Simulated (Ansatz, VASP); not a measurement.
Two plane-wave programs on B5Pt

```
B Pt
1.0
     2.85625    0.00000    0.00000
     0.00000    2.85625    0.00000
     0.00000    0.00000    5.93720
B Pt
5 1
Direct
  0.50000 0.50000 0.36331
  0.50000 0.50000 0.63669
  0.00000 0.00000 0.22038
  0.00000 0.00000 0.77962
  0.00000 0.00000 0.50000
  0.50000 0.50000 0.00000
```

Change from the starting cell: species swapped into the Hf5Pb type (P4/mmm, No. 123).

Alike in both runs: functional PBE; k mesh 6 × 6 × 4; occupations gaussian, width 0.1 eV; no spin polarisation.

Ansatz relaxed the structure, and its values are those at the end. VASP's run is a single point on that final structure, the one shown.

```csv
,VASP,Ansatz
version,VASP 6.6.1,Ansatz 0.2.0
potentials or method,"VASP PAW PBE potentials, release 64 (B, Pt), cutoff 520 eV","scalar-relativistic, plane waves, PAW"
valence electrons in the cell,25,33
```

|  | VASP | Ansatz | Ansatz less VASP |
| --- | --- | --- | --- |
| gap on the k mesh at the Fermi level (eV) | none | none | - |
| pressure (GPa) | -0.2 | -0.1 | +0.14 |
| rms of the force components (eV/Å) | 0.004 | 0.006 | +0.0024 |

A gap of «none» marks a metal or a gap that the smearing closes. With one functional, cell and mesh, what is left measures potentials, basis and numerics. VASP's potentials hold 25 valence electrons a cell and Ansatz's 33, so a difference there can come from the potentials and not from the codes.

The k mesh is coarse, so the values compare programs but aren't converged. Spin-orbit coupling is off throughout.
